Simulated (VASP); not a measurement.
Input of a VASP 6.6.1 run:

File INCAR:

```
SYSTEM = Mo3H2
PREC = Accurate
ENCUT = 520
EDIFF = 1E-7
ISMEAR = 0
SIGMA = 0.1
LREAL = .False.
LASPH = .True.
NELM = 80
ALGO = Normal
ISIF = 2
LWAVE = .False.
LCHARG = .False.
GGA = PE
NBANDS = 30
```

File KPOINTS:

```
Automatic mesh
0
Gamma
  6 6 4
  0 0 0
```

Contents of POSCAR:

```
Mo3H2
1.0
    4.2850620111      0.0000000000      0.0000000000
   -2.1425310056      3.7109725584      0.0000000000
    0.0000000000      0.0000000000      3.4755155061
H Mo
2 3
Direct
    0.3333333333      0.6666666667      0.1837706279
    0.6666666667      0.3333333333      0.8162293721
    0.0000000000      0.0000000000      0.0000000000
    0.3333333333      0.6666666667      0.6849011420
    0.6666666667      0.3333333333      0.3150988580
```

Potentials or basis: VASP PAW PBE potentials, release 64 (H, Mo_sv).

Run with:

```sh
$ cat potpaw_PBE.64/H/POTCAR potpaw_PBE.64/Mo_sv/POTCAR > POTCAR
$ mpirun -np 1 vasp_std > vasp.out
```

(1) Predict the pressure.

(2) Estimate the band gap on the k mesh.

## Answers

(1) 0.1 GPa.

(2) zero (bands 22 and 23 overlap by 0.95 eV).

Caveat: the k points lie up to 0.45 Å⁻¹ apart, too coarse for converged energies and pressures of a metal.
